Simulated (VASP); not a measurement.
# Na in VASP: notebook

Runs on Na. Level: PBEsol. Tasks: single point.

All numbers are computed with VASP 6.6.1; they aren't measurements. Logs are shortened: lines on timing, memory, paths and dates and some standing lists are left out, and cuts for length are marked.

### 1 The cell of the first run

It takes space group P6_3/mmc (No. 194, hexagonal). Conventional cell: a = 3.773 Å, b = 3.773 Å, c = 12.783 Å, α = 90.00°, β = 90.00°, γ = 120.00°. Within 5.0 Å of Na (site symmetry -6m2) lie 12 Na at 3.77 to 3.87 Å. Na (site symmetry -3m) has 12 Na at 3.77 to 3.87 Å within 5.0 Å.

This isn't the form of Na at room conditions, which is bcc.

### 2 Single point, PBEsol

Input file INCAR:

```
SYSTEM = Na
PREC = Accurate ; ENCUT = 520
EDIFF = 1E-7 ; ISMEAR = -1
SIGMA = 0.05 ; LREAL = .False.
LASPH = .True. ; NELM = 100
ALGO = Fast ; ISIF = 2
LWAVE = .False. ; LCHARG = .False.
GGA = PS ; NBANDS = 22
```

Input file KPOINTS:

```
Automatic mesh
0
Gamma
  8 8 3
  0 0 0
```

Input file POSCAR:

```
Na
1.0
    3.7729580783      0.0000000000      0.0000000000
   -1.8864790391      3.2674775432      0.0000000000
    0.0000000000      0.0000000000     12.7832138010
Na
4
Direct
    0.6666666667      0.3333333333      0.7500000000
    0.0000000000      0.0000000000      0.5000000000
    0.3333333333      0.6666666667      0.2500000000
    0.0000000000      0.0000000000      0.0000000000
```

Potentials or basis: VASP PAW PBE potentials, release 64 (Na_pv).

The run is started by

```bash
$ cat potpaw_PBE.64/Na_pv/POTCAR > POTCAR
$ mpirun -np 1 vasp_std > vasp.out
```

OUTCAR:

```text
SYSTEM = Na
   PREC = Accurate
   ENCUT = 520
   EDIFF = 1E-7
   ISMEAR = -1
   LREAL = .False.
   LASPH = .True.
   NELM = 100
   ISIF = 2
   GGA = PS

 ion  position               nearest neighbor table
   1  0.667  0.333  0.750-
   2  0.000  0.000  0.500-
   3  0.333  0.667  0.250-
   4  0.000  0.000  0.000-

  LATTYP: Found a hexagonal cell.
 ALAT       =     3.7729580783
 C/A-ratio  =     3.3881144544

  Lattice vectors:

 A1 = (   3.7729580783,   0.0000000000,   0.0000000000)
 A2 = (  -1.8864790391,   3.2674775432,   0.0000000000)
 A3 = (   0.0000000000,   0.0000000000,  12.7832138010)

Analysis of symmetry for initial positions (statically):
=====================================================================
 Subroutine PRICEL returns:
 Original cell was already a primitive cell.

 Routine SETGRP: Setting up the symmetry group for a
 hexagonal supercell.

 Subroutine GETGRP returns: Found 24 space group operations
 (whereof 12 operations were pure point group operations)
 out of a pool of 24 trial point group operations.

The static configuration has the point symmetry D_3d.
 The point group associated with its full space group is D_6h.

Analysis of symmetry for dynamics (positions and initial velocities):
=====================================================================
 Subroutine PRICEL returns:
 Original cell was already a primitive cell.

 Routine SETGRP: Setting up the symmetry group for a
 hexagonal supercell.

 Subroutine GETGRP returns: Found 24 space group operations
 (whereof 12 operations were pure point group operations)
 out of a pool of 24 trial point group operations.

The dynamic configuration has the point symmetry D_3d.
 The point group associated with its full space group is D_6h.

 Subroutine INISYM returns: Found 24 space group operations
 (whereof 12 operations are pure point group operations),
 and found     1 'primitive' translations

----------------------------------------------------------------------------------------

                                     Primitive cell

  volume of cell :     157.5922

  direct lattice vectors                    reciprocal lattice vectors
     3.772958078  0.000000000  0.000000000     0.265044026  0.153023240  0.000000000
    -1.886479039  3.267477543  0.000000000     0.000000000  0.306046480  0.000000000
     0.000000000  0.000000000 12.783213801     0.000000000  0.000000000  0.078227589

  length of vectors
     3.772958078  3.772958078 12.783213801     0.306046480  0.306046480  0.078227589

  position of ions in fractional coordinates (direct lattice)
     0.666666667  0.333333333  0.750000000
     0.000000000  0.000000000  0.500000000
     0.333333333  0.666666667  0.250000000
     0.000000000  0.000000000  0.000000000

  ion indices of the primitive-cell ions
   primitive index   ion index
                 1           1
                 2           2
                 3           3
                 4           4

----------------------------------------------------------------------------------------

 KPOINTS: Automatic mesh

Automatic generation of k-mesh.
 Grid dimensions read from file:
 generate k-points for:    8    8    3

 Generating k-lattice:

  Cartesian coordinates                     Fractional coordinates (reciprocal lattice)
     0.033130503  0.019127905  0.000000000     0.125000000  0.000000000  0.000000000
     0.000000000  0.038255810  0.000000000     0.000000000  0.125000000  0.000000000
     0.000000000  0.000000000  0.026075863     0.000000000  0.000000000  0.333333333

  Length of vectors
     0.038255810  0.038255810  0.026075863

  Shift w.r.t. Gamma in fractional coordinates (k-lattice)
     0.000000000  0.000000000  0.000000000

 Subroutine IBZKPT returns following result:
 ===========================================

 Found     20 irreducible k-points:

 Following reciprocal coordinates:
            Coordinates               Weight
  0.000000  0.000000  0.000000      1.000000
  0.125000  0.000000  0.000000      6.000000
  0.250000  0.000000  0.000000      6.000000
  0.375000  0.000000  0.000000      6.000000
  0.500000  0.000000  0.000000      3.000000
  0.125000  0.125000  0.000000      6.000000
[... 12 lines left out ...]
  0.250000  0.250000  0.333333     12.000000
  0.375000  0.250000  0.333333     12.000000
   k-points           NKPTS =     20   k-points in BZ     NKDIM =     20   number of bands    NBANDS=     22
   number of dos      NEDOS =    301   number of ions     NIONS =      4
   total plane-waves  NPLWV =  75264
   dimension x,y,z NGX =    28 NGY =   28 NGZ =   96
   dimension x,y,z NGXF=    56 NGYF=   56 NGZF=  192
   ions per type =               4
   NGX,Y,Z   is equivalent  to a cutoff of  12.34, 12.34, 12.48 a.u.
   NGXF,Y,Z  is equivalent  to a cutoff of  24.67, 24.67, 24.97 a.u.
 SYSTEM =  Na
   PREC   = accura    normal or accurate (medium, high low for compatibility)
   ISTART =      0    job   : 0-new  1-cont  2-samecut
   ICHARG =      2    charge: 1-file 2-atom 10-const
   ISPIN  =      1    spin polarized calculation?
   LNONCOLLINEAR =      F non collinear calculations
   LSORBIT =      F    spin-orbit coupling
   LASPH  =      T    aspherical Exc in radial PAW
   ENCUT  =  520.0 eV  38.22 Ry    6.18 a.u.   7.02  7.02 23.77*2*pi/ulx,y,z
   NELM   =    100;   NELMIN=  2; NELMDL= -5     # of ELM steps
   EDIFF  = 0.1E-06   stopping-criterion for ELM
   LREAL  =      F    real-space projection
   EDIFFG = 0.1E-05   stopping-criterion for IOM
   NSW    =      0    number of steps for IOM
   IBRION =     -1    ionic relax: 0-MD 1-quasi-New 2-CG
   NFREE  =      0    steps in history (QN), initial steepest desc. (CG)
   ISIF   =      2    stress and relaxation
   ISYM   =      2    0-nonsym 1-usesym 2-fastsym
   POTIM  = 0.5000    time-step for ionic-motion
   TEBEG  =    0.0;   TEEND  =   0.0 temperature during run
   PSTRESS=    0.0 pullay stress
   NELECT =      28.0000    total number of electrons
   NUPDOWN=      -1.0000    fix difference up-down
   EMIN   =  10.00;   EMAX   =-10.00  energy-range for DOS
   EFERMI =   0.00;   METHOD = LEGACY
   ISMEAR =    -1;   SIGMA  =   0.05  broadening in eV -4-tet -1-fermi 0-gaus
   EFERMI_NEDOS =   21; number of points for ismear=-14 and -15
   IALGO  =     68    algorithm
   IMIX   =      4    mixing-type and parameters
     AMIX     =   0.40;   BMIX     =  1.00
     AMIX_MAG =   1.60;   BMIX_MAG =  1.00
  volume/ion in A,a.u.               =      39.40       265.87
  Fermi-wavevector in a.u.,A,eV,Ry     =   0.920342  1.739194 11.524537  0.847030
  Thomas-Fermi vector in A             =   2.045637
   LORBIT       =      0    0 simple, 1 ext, 2 COOP (PROOUT), +10 PAW based schemes
   GGA     = PS    functional components
   LHFCALC =     F    Hartree Fock is set to
   AEXX    =    0.0000 exact exchange contribution
   IVDW    =     0    specifies the selected vdW correction
   LEPSILON=     F    determine dielectric tensor
   LRPA    =     F    only Hartree local field effects (RPA)
 non-spin polarized calculation
 RMM-DIIS sequential band-by-band and
  energy-cutoff  :      520.00
  volume of cell :      157.59
 maximum number of plane-waves:      4269
 NGX is ok and might be reduce to    28
   NGX = 13   NGY = 13   NGZ = 47

 number of electron      27.9999975 magnetization

 Free energy of the ion-electron system (eV)
  ---------------------------------------------------
  ext. energy  EPLUGINS =         0.00000000
  ---------------------------------------------------
  free energy    TOTEN  =        -5.56617122 eV

  energy without entropy =       -5.54737859  energy(sigma->0) =       -5.55677490

 E-fermi :   0.1255     XC(G=0):  -6.3424

 val. band max:        0.0476618337   @ k =   0.2500   0.2500   0.3333
 cond. band min:       0.1721371469   @ k =   0.2500   0.1250   0.3333
 fundamental gap:      0.1244753132
 Fermi energy:         0.1254751799

 k-point     1 :       0.0000    0.0000    0.0000
  band No.  band energies     occupation
      1     -24.7195      2.00000
      2     -24.7070      2.00000
      3     -24.7066      2.00000
      4     -24.6975      2.00000
      5     -24.6975      2.00000
      6     -24.6960      2.00000
[... 14 lines left out ...]
     21      10.1271      0.00000
     22      10.2763      0.00000

 k-point     2 :       0.1250    0.0000    0.0000
  band No.  band energies     occupation
      1     -24.7182      2.00000
      2     -24.7073      2.00000
      3     -24.7070      2.00000
      4     -24.7010      2.00000
      5     -24.6989      2.00000
      6     -24.6986      2.00000
[... 14 lines left out ...]
     21       8.2120      0.00000
     22       8.2666      0.00000

 k-point     3 :       0.2500    0.0000    0.0000
  band No.  band energies     occupation
      1     -24.7148      2.00000
      2     -24.7119      2.00000
      3     -24.7113      2.00000
      4     -24.7091      2.00000
      5     -24.7071      2.00000
      6     -24.7020      2.00000
[... 14 lines left out ...]
     21       6.0338      0.00000
     22       6.1279      0.00000

 k-point     4 :       0.3750    0.0000    0.0000
  band No.  band energies     occupation
      1     -24.7200      2.00000
      2     -24.7194      2.00000
      3     -24.7171      2.00000
      4     -24.7158      2.00000
      5     -24.7095      2.00000
      6     -24.7035      2.00000
[... 14 lines left out ...]
     21       5.6832      0.00000
     22       6.0107      0.00000

 k-point     5 :       0.5000    0.0000    0.0000
  band No.  band energies     occupation
      1     -24.7236      2.00000
      2     -24.7227      2.00000
      3     -24.7205      2.00000
      4     -24.7194      2.00000
      5     -24.7062      2.00000
      6     -24.7045      2.00000
[... 14 lines left out ...]
     21       4.2576      0.00000
     22       4.4106      0.00000

 k-point     6 :       0.1250    0.1250    0.0000
  band No.  band energies     occupation
      1     -24.7157      2.00000
      2     -24.7096      2.00000
      3     -24.7096      2.00000
      4     -24.7062      2.00000
      5     -24.7045      2.00000
      6     -24.7019      2.00000
[... 14 lines left out ...]
     21       6.2977      0.00000
     22       6.7340      0.00000

 k-point     7 :       0.2500    0.1250    0.0000
  band No.  band energies     occupation
      1     -24.7161      2.00000
      2     -24.7158      2.00000
      3     -24.7133      2.00000
      4     -24.7127      2.00000
      5     -24.7115      2.00000
      6     -24.7042      2.00000
[... 224 lines left out ...]
      6     -24.7039      2.00000
[... 14 lines left out ...]
     21       6.6224      0.00000
     22       6.7652      0.00000

 k-point    17 :       0.2500    0.1250    0.3333
  band No.  band energies     occupation
      1     -24.7162      2.00000
      2     -24.7152      2.00000
      3     -24.7145      2.00000
      4     -24.7133      2.00000
      5     -24.7089      2.00000
      6     -24.7056      2.00000
[... 14 lines left out ...]
     21       5.1043      0.00000
     22       5.5113      0.00000

 k-point    18 :       0.3750    0.1250    0.3333
  band No.  band energies     occupation
      1     -24.7211      2.00000
      2     -24.7205      2.00000
      3     -24.7189      2.00000
      4     -24.7183      2.00000
      5     -24.7069      2.00000
      6     -24.7063      2.00000
[... 14 lines left out ...]
     21       4.5477      0.00000
     22       5.1401      0.00000

 k-point    19 :       0.2500    0.2500    0.3333
  band No.  band energies     occupation
      1     -24.7179      2.00000
      2     -24.7176      2.00000
      3     -24.7171      2.00000
      4     -24.7163      2.00000
      5     -24.7088      2.00000
      6     -24.7088      2.00000
[... 14 lines left out ...]
     21       4.3680      0.00000
     22       4.7401      0.00000

 k-point    20 :       0.3750    0.2500    0.3333
  band No.  band energies     occupation
      1     -24.7187      2.00000
      2     -24.7182      2.00000
      3     -24.7164      2.00000
      4     -24.7162      2.00000
      5     -24.7115      2.00000
      6     -24.7112      2.00000
[... 14 lines left out ...]
     21       3.7398      0.00000
     22       3.8726      0.00000

------------------------ aborting loop because EDIFF is reached ----------------------------------------

  FORCE on cell =-STRESS in cart. coord.  units (eV):
  Direction    XX          YY          ZZ          XY          YZ          ZX
  --------------------------------------------------------------------------------------
  -------------------------------------------------------------------------------------
  Total       -0.2371888     -0.2371888     -1.0795235     -0.0000000      0.0000000      0.0000000
  in kB       -2.4114050     -2.4114050    -10.9750889     -0.0000000      0.0000000      0.0000000
  external PRESSURE =      -5.2659663 kB  Pullay stress =       0.0000000 kB

 VOLUME and BASIS-vectors are now :
 -----------------------------------------------------------------------------
  energy-cutoff  :      520.00
  volume of cell :      157.59
      direct lattice vectors                 reciprocal lattice vectors
     3.772958078  0.000000000  0.000000000     0.265044026  0.153023240  0.000000000
    -1.886479039  3.267477543  0.000000000     0.000000000  0.306046480  0.000000000
     0.000000000  0.000000000 12.783213801     0.000000000  0.000000000  0.078227589

 POSITION                                       TOTAL-FORCE (eV/Angst)
 -----------------------------------------------------------------------------------
      1.88648      1.08916      9.58741         0.000000     -0.000000     -0.000000
      0.00000      0.00000      6.39161         0.000000      0.000000      0.000000
     -0.00000      2.17832      3.19580        -0.000000      0.000000      0.000000
      0.00000      0.00000      0.00000         0.000000      0.000000      0.000000
 -----------------------------------------------------------------------------------
    total drift:                                0.000000     -0.000000      0.000000

  FREE ENERGIE OF THE ION-ELECTRON SYSTEM (eV)
  ---------------------------------------------------
  free  energy   TOTEN  =        -5.5661712171 eV

  energy  without entropy=       -5.5473785883  energy(sigma->0) =       -5.55677490
```

Run time: 55 s. Hardware: 1 thread of Intel Xeon Platinum 8488C (Sapphire Rapids), shared host; peak memory 0.25 GiB.

What came out:

```
Free energy            : -5.5662 eV
Pressure               : -0.5 GPa
Band gap on the k mesh : zero (bands 14 and 15 overlap by 3.31 eV)
```

Stress tensor (GPa, compression positive):
```
-0.24  0.00  0.00
 0.00 -0.24  0.00
 0.00  0.00 -1.10
```

Caveat: the PAW data sets were made with another functional, which shifts forces and pressure a little.

### 3 Single point, PBEsol (atoms moved at random)

Input file INCAR:

```
PREC = Accurate
ENCUT = 520
EDIFF = 1E-7
ISMEAR = -1
SIGMA = 0.05
LREAL = False
LASPH = True
NELM = 60
ALGO = Fast
ISIF = 2
LWAVE = False
LCHARG = True
GGA = PS
LELF = True
LVHAR = True
NBANDS = 22
```

Input file KPOINTS:

```
regular mesh
0
Gamma
  8 8 3
```

Input file POSCAR:

```
Na
1.0
    3.7003831212      0.0000000000      0.0000000000
   -1.8501915606      3.2046257867      0.0000000000
    0.0000000000      0.0000000000     12.5373215400
Na
4
Direct
    0.6768420000      0.3524780000      0.7532030000
    0.0055760000     -0.0011080000      0.4996050000
    0.3357360000      0.6779980000      0.2513620000
    0.0053630000     -0.0065800000      0.0013610000
```

Potentials or basis: VASP PAW PBE potentials, release 64 (Na_pv).

The run is started by

```bash
$ cat potpaw_PBE.64/Na_pv/POTCAR > POTCAR
$ mpirun -np 1 vasp_std > vasp.out
```

Run time: 3.2 min. Hardware: 1 thread of Intel Xeon Platinum 8488C (Sapphire Rapids), shared host; peak memory 0.38 GiB.

Results (log left out):

| Property | Result |
| --- | --- |
| Free energy | -5.5842 eV |
| Pressure | -0.1 GPa |
| Largest force | 0.022 eV/Å |
| Band gap on the k mesh | zero (bands 14 and 15 overlap by 3.42 eV) |

Forces on the atoms (eV/Å):
```
Na   0.002 -0.008 -0.020
Na  -0.003  0.005  0.021
Na   0.005 -0.005 -0.009
Na  -0.004  0.008  0.008
```

Stress tensor (GPa, compression positive):
```
 0.18  0.00  0.00
 0.00  0.19  0.00
 0.00  0.00 -0.77
```

Levels at points of the mesh, in eV from the Fermi level:
```
           k point  band 12  band 13  band 14  band 15  band 16  band 17
(0.00, 0.00, 0.00)   -24.77    -3.26    -2.29    -2.27     0.40     0.76
(0.50, 0.00, 0.00)   -24.77     0.35     0.42     1.10     1.19     1.50
(0.00, 0.50, 0.00)   -24.77     0.35     0.42     1.10     1.18     1.51
(0.50, 0.50, 0.00)   -24.77     0.35     0.42     1.10     1.19     1.51
```

Caveat: the cell differs from its parent crystal (atoms moved at random); the PAW data sets were made with another functional, which shifts forces and pressure a little.

The gap in the log of VASP goes by the Fermi energy; the results here count the filled bands.